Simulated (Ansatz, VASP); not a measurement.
This is a calculation of Ir for VASP 6.6.1.

The input POSCAR:

```
Ir
1.0
    0.0644692700      1.8373557400      1.7560488600
    1.9418131400      0.0774349900      1.7430831500
    2.1728248700      2.0554017600     -0.1535767500
Ir
1
Direct
    0.0000000000      0.0000000000      0.0000000000
```

File INCAR.step1:

```
SYSTEM = Ir
ALGO = Normal
EDIFF = 1E-4
ENCUT = 600
GGA = PE
ISMEAR = -1
LASPH = .True.
LCHARG = .False.
LREAL = .False.
LWAVE = .True.
NELM = 60
PREC = Accurate
SIGMA = 0.05
```

INCAR.step2

```
SYSTEM = Ir
ALGO = Normal
EDIFF = 1E-7
EDIFFG = -0.01
ENCUT = 600
IBRION = 2
ISIF = 3
ISMEAR = -1
ISTART = 1
LASPH = .True.
LCHARG = .False.
LMIXTAU = .True.
LREAL = .False.
LWAVE = .False.
METAGGA = R2SCAN
NELM = 60
NSW = 60
PREC = Accurate
SIGMA = 0.05
```

File KPOINTS:

```
k-points
0
Gamma
  12 13 11
  0 0 0
```

Potentials or basis: VASP PAW PBE potentials, release 64 (Ir).

The run is started by

```console
$ cat potpaw_PBE.64/Ir/POTCAR > POTCAR
$ cp INCAR.step1 INCAR
$ mpirun -np 1 vasp_std > vasp.out
$ cp INCAR.step2 INCAR
$ mpirun -np 1 vasp_std > vasp.out
```

Set up the same calculation for Ansatz 0.2.0. Potentials there: Ansatz PAW.

As run (the cutoff follows the program's own potentials):

input.yaml

```yaml
crystal:
  lattice:
    - [0.06446927, 1.83735574, 1.75604886]
    - [1.94181314, 0.07743499, 1.74308315]
    - [2.17282487, 2.05540176, -0.15357675]
  atoms:
    - { symbol: Ir, position: [0.0, 0.0, 0.0] }
hamiltonian:
  xc: r2scan
  pseudopotentials: { kind: paw }
kpoints:
  mp_grid: { grid: [12, 13, 11] }
scf:
  occupations: { method: fermi_dirac, width: 0.05 }
output:
  forces: true
  stress: true
  eigenvalues: true
relax:
  f_tol: 0.01
  max_steps: 40
  cell: { stress_tol: 0.05 }
```

Potentials or basis: Ansatz PAW.

Launch:

```console
$ ansatz run input.yaml --threads 2 --pin off --max-ram 5632MiB --backend cpu --events-out ev --progress --plain --runs-dir out
```

Both were run:

|  | VASP | Ansatz | Ansatz less VASP |
| --- | --- | --- | --- |
| gap on the k mesh at the Fermi level, each at its own relaxed structure (eV) | none | none | - |
| relaxed volume (Å³/atom) | 14.30 | 14.21 | -0.091 |
| relaxed length of the cell vector where the two differ most in proportion (Å) | 2.724 | 2.718 | -0.0055 |

VASP's potentials were made for PBE, not for r2SCAN. A gap of «none» marks a metal or a gap that the smearing closes. VASP's potentials hold 9 valence electrons a cell and Ansatz's 17, so a difference there can come from the potentials and not from the codes.

Spin-orbit coupling is off throughout. Noted on Ansatz's run: the plane-wave basis is chosen anew once the cell has moved, so the energies of steps on either side of that aren't comparable.
